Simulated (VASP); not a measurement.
Here is a VASP 6.6.1 calculation.

File POSCAR:

```
BP
1.0
    0.0000000000      2.2653963861      2.2653963861
    2.2653963861      0.0000000000      2.2653963861
    2.2653963861      2.2653963861      0.0000000000
B P
1 1
Direct
    0.0000000000      0.0000000000      0.0000000000
    0.2500000000      0.2500000000      0.2500000000
```

Contents of INCAR.step1:

```
SYSTEM = BP
  PREC = Accurate
  ENCUT = 550
  ISMEAR = 0
  SIGMA = 0.02
  LREAL = .False.
  LASPH = .True.
  NELM = 120
  NBANDS = 11
  GGA = PE
  ALGO = Normal
  EDIFF = 1E-5
  LWAVE = .True.
  LCHARG = .False.
  GGA_COMPAT = .False.
```

The input INCAR.step2:

```
SYSTEM = BP
  PREC = Accurate
  ENCUT = 550
  EDIFF = 1E-6
  ISMEAR = 0
  SIGMA = 0.02
  LREAL = .False.
  LASPH = .True.
  NELM = 120
  ALGO = Normal
  ISIF = 2
  LWAVE = .False.
  LCHARG = .True.
  METAGGA = R2SCAN
  LMIXTAU = .True.
  LUSE_VDW = .True.
  IVDW_NL = 2
  BPARAM = 11.95
  CPARAM = 0.0093
  LELF = .True.
  LVHAR = .True.
  NBANDS = 11
  ISTART = 1
  GGA_COMPAT = .False.
```

KPOINTS

```
Automatic mesh
0
Gamma
  10 10 10
  0 0 0
```

Potentials or basis: VASP PAW PBE potentials, release 64 (B, P).

Command:

```sh
$ cat potpaw_PBE.64/B/POTCAR potpaw_PBE.64/P/POTCAR > POTCAR
$ cp INCAR.step1 INCAR
$ mpirun -np 1 vasp_std > vasp.out
$ cp INCAR.step2 INCAR
$ mpirun -np 1 vasp_std > vasp.out
```

Problem. Estimate the pressure.

Solution. -0.5 GPa.

Problem. Predict the band gap on the k mesh.

Solution. 1.41 eV (least direct gap 3.64 eV).

Caveat: the PAW data sets were made with another functional, which shifts forces and pressure a little. r2SCAN opens gaps a little over a GGA but as a rule still falls short of measured ones.
